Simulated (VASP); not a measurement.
A run of VASP 6.6.1 is set up as follows.

File POSCAR:

```
Ir
1.0
    2.7141925539      0.0000000000      0.0000000000
   -1.3570962769      2.3505597024      0.0000000000
    0.0000000000      0.0000000000      4.4019813909
Ir
2
Direct
    0.3333333333      0.6666666667      0.2500000000
    0.6666666667      0.3333333333      0.7500000000
```

The input INCAR.step1:

```
PREC     = Accurate       # precision mode
ENCUT    = 520            # plane-wave cutoff, eV
ISMEAR   = -1             # smearing method
SIGMA    = 0.05           # smearing width, eV
LREAL    = F              # projectors in reciprocal space
LASPH    = T              # aspherical terms in the spheres
NELM     = 80             # most SCF steps
NBANDS   = 16             # bands
GGA      = PE             # functional
ALGO     = Normal         # electronic algorithm
EDIFF    = 1E-4           # SCF threshold, eV
LWAVE    = T              # write WAVECAR
LCHARG   = F              # write CHGCAR
```

File INCAR.step2:

```
PREC     = Accurate       # precision mode
ENCUT    = 520            # plane-wave cutoff, eV
EDIFF    = 1E-6           # SCF threshold, eV
ISMEAR   = -1             # smearing method
SIGMA    = 0.05           # smearing width, eV
LREAL    = F              # projectors in reciprocal space
LASPH    = T              # aspherical terms in the spheres
NELM     = 80             # most SCF steps
ALGO     = Normal         # electronic algorithm
ISIF     = 2              # what is computed and relaxed
LWAVE    = F              # write WAVECAR
LCHARG   = F              # write CHGCAR
METAGGA  = R2SCAN         # meta-GGA
LMIXTAU  = T            
NBANDS   = 16             # bands
ISTART   = 1
```

Contents of KPOINTS:

```
regular mesh
0
Gamma
  11 11 6
```

Potentials or basis: VASP PAW PBE potentials, release 64 (Ir).

Launch:

```sh
$ cat potpaw_PBE.64/Ir/POTCAR > POTCAR
$ cp INCAR.step1 INCAR
$ mpirun -np 1 vasp_std > vasp.out
$ cp INCAR.step2 INCAR
$ mpirun -np 1 vasp_std > vasp.out
```

Predict the band gap on the k mesh.

zero (band 9 reaches 11.45 eV, above the bottom of band 10 at 8.05 eV).

What does it give for the pressure?

9.0 GPa.

Caveat: the PAW data sets were made with another functional, which shifts forces and pressure a little; spin-orbit coupling is left out, which moves the levels of the heavy elements.
